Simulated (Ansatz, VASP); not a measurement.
One calculation of CdH2O2, two programs

The input INCAR:

```
PREC = Accurate
ENCUT = 520
EDIFF = 1E-6
ISMEAR = 0
SIGMA = 0.05
LREAL = False
LASPH = True
NELM = 60
ALGO = Normal
ISIF = 2
LWAVE = False
LCHARG = False
GGA = PS
NBANDS = 21
```

File KPOINTS:

```
Automatic mesh
0
Gamma
  9 9 6
```

The input POSCAR:

```
CdH2O2
1.0
    3.4100601858      0.0000000000      0.0000000000
   -1.7050300929      2.9531987493      0.0000000000
    0.0000000000      0.0000000000      4.5036899113
Cd H O
1 2 2
Direct
    0.0000000000      0.0000000000      0.0000000000
    0.6666666667      0.3333333333      0.5509607200
    0.3333333333      0.6666666667      0.4490392800
    0.6666666667      0.3333333333      0.7593720000
    0.3333333333      0.6666666667      0.2406280000
```

Input for Ansatz:

```yaml
crystal:
  lattice:
    - [3.4100601858, 0.0, 0.0]
    - [-1.7050300929, 2.9531987493, 0.0]
    - [0.0, 0.0, 4.5036899113]
  atoms:
    - { symbol: Cd, position: [0.0, 0.0, 0.0] }
    - { symbol: H, position: [0.6666666667, 0.3333333333, 0.55096072] }
    - { symbol: H, position: [0.3333333333, 0.6666666667, 0.44903928] }
    - { symbol: O, position: [0.6666666667, 0.3333333333, 0.759372] }
    - { symbol: O, position: [0.3333333333, 0.6666666667, 0.240628] }
basis:
  ecutwfc: 420
kpoints:
  mp_grid: { grid: [9, 9, 6] }
hamiltonian:
  xc: pbesol
scf:
  occupations: { method: gaussian, width: 0.05 }
output:
  forces: true
  stress: true
  eigenvalues: true
```

Change from the starting cell: strain -0.030 along x and y, -0.030 along z, atoms carried along.

Alike in both runs: task single point; functional PBEsol; k mesh 9 × 9 × 6; occupations gaussian, width 0.05 eV; no spin polarisation.

|  | VASP | Ansatz |
| --- | --- | --- |
| version | VASP 6.6.1 | Ansatz 0.2.0 |
| potentials or method | VASP PAW PBE potentials, release 64 (Cd, H, O), cutoff 520 eV | scalar-relativistic, plane waves, PAW |
| valence electrons in the cell | 26 | 34 |

```tsv
	VASP	Ansatz	Ansatz less VASP
gap on the k mesh at the Fermi level (eV)	1.85	1.87	+0.016
least direct gap on the mesh (eV)	2.20	2.22	+0.015
pressure (GPa)	13.3	11.9	-1.37
traceless stress, the component that is largest in VASP (GPa)	7.37	6.75	-0.626
rms of the force components (eV/Å)	1.005	0.924	-0.0819
```

VASP's potentials were made for PBE, not for PBEsol. Atom by atom the forces differ by 0.084 eV/Å (rms over components). VASP's potentials hold 26 valence electrons a cell and Ansatz's 34, so a difference there can come from the potentials and not from the codes.
